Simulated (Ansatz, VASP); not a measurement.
One calculation of Re, two programs

Contents of INCAR:

```
SYSTEM = Re
  ALGO = Normal
  EDIFF = 1E-7
  ENCUT = 520
  GGA = RE
  ISIF = 2
  ISMEAR = -1
  LASPH = .True.
  LCHARG = .False.
  LREAL = .False.
  LWAVE = .False.
  NBANDS = 10
  NELM = 80
  PREC = Accurate
  SIGMA = 0.1
```

Contents of KPOINTS:

```
k-points
0
Gamma
  16 16 16
  0 0 0
```

POSCAR

```
Re
1.0
   -1.5812486982      1.5812486982      1.5812486982
    1.5812486982     -1.5812486982      1.5812486982
    1.5812486982      1.5812486982     -1.5812486982
Re
1
Direct
    0.0000000000      0.0000000000      0.0000000000
```

Input for Ansatz:

```yaml
crystal:
  lattice:
    - [-1.5812486982, 1.5812486982, 1.5812486982]
    - [1.5812486982, -1.5812486982, 1.5812486982]
    - [1.5812486982, 1.5812486982, -1.5812486982]
  atoms:
    - { symbol: Re, position: [0.0, 0.0, 0.0] }
hamiltonian:
  xc: revpbe
  pseudopotentials:
    kind: paw
    azcp:
      Re: "pseudopotentials/Re.paw.azcp"
basis:
  ecutwfc: 420
  fft_grid_basis: typed
kpoints:
  mp_grid: { grid: [16, 16, 16], shift: [0, 0, 0] }
magnetization:
  spin_polarized: false
scf:
  occupations: { method: fermi_dirac, width: 0.1 }
  lower_state_search: "off"
output:
  stress: true
  write_density: true
  write_potential: true
  elf: true
  volumetric_format: npy
```

Alike in both runs: task single point; functional revPBE; k mesh 16 × 16 × 16; occupations fermi-dirac, width 0.1 eV; no spin polarisation.

|  | VASP | Ansatz |
| --- | --- | --- |
| version | VASP 6.6.1 | Ansatz 0.2.0 |
| potentials or method | VASP PAW PBE potentials, release 64 (Re), cutoff 520 eV | plane waves (420 eV) with PAW, scalar-relativistic |
| valence electrons in the cell | 7 | 15 |

VASP gave:

* pressure (GPa): -12.9

Q: Which values does Ansatz return?

A: Pressure (GPa): -12.2.

VASP's potentials were made for PBE, not for revPBE. The functional is the same, so the differences come from potentials, cutoffs and numerics. VASP's potentials hold 7 valence electrons a cell and Ansatz's 15, so a difference there can come from the potentials and not from the codes.

Neither program's run includes spin-orbit coupling.
